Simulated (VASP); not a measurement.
Write the native input for VASP 6.6.1 that does the following.

```yaml
Task: electric field gradients
Functional: LDA
Potentials_or_basis: VASP PAW LDA potentials, release 64 (Sr_sv, O)
Cutoff: 520 eV
k_mesh: 8 × 8 × 8
Occupations: fermi-dirac, width 0.02 eV
Spin: no spin polarisation
Dipole_correction: no
Further_INCAR_settings: ALGO = Normal; EDIFF = 1e-08; NBANDS = 15
```

The structure of SrO lies in POSCAR:

```
SrO
1.0
    0.0000000000      2.5173403822      2.5173403822
    2.5173403822      0.0000000000      2.5173403822
    2.5173403822      2.5173403822      0.0000000000
Sr O
1 1
Direct
    0.0000000000      0.0000000000      0.0000000000
    0.5000000000      0.5000000000      0.5000000000
```

This cell differs from its parent crystal: volume scaled by 0.94.

These files were run (other wordings do the same):

INCAR

```
SYSTEM = SrO
PREC = Accurate
ENCUT = 520
EDIFF = 1E-8
ISMEAR = -1
SIGMA = 0.02
LREAL = .FALSE.
LASPH = .TRUE.
NELM = 60
ALGO = Normal
ISIF = 2
LWAVE = .FALSE.
LCHARG = .FALSE.
GGA = CA
LEFG = .TRUE.
NBANDS = 15
```

KPOINTS

```
Automatic mesh
0
G
  8 8 8
  0 0 0
```

Potentials or basis: VASP PAW LDA potentials, release 64 (Sr_sv, O).

The run is started by

```sh
$ cat potpaw_LDA.64/Sr_sv/POTCAR potpaw_LDA.64/O/POTCAR > POTCAR
$ mpirun -np 1 vasp_std > vasp.out
```

It gave:

| Property | Result |
| --- | --- |
| Pressure | 2.8 GPa |
| Band gap on the k mesh | 3.04 eV, indirect (least direct gap 3.08 eV) |

Caveat: without QUAD_EFG the Cq values of the log hold for a quadrupole moment of 1 mb, not for the nuclei.

It took 14 s on 1 thread of AMD EPYC 7R13 Processor (Zen 3) (shared host), peak memory 0.12 GiB.
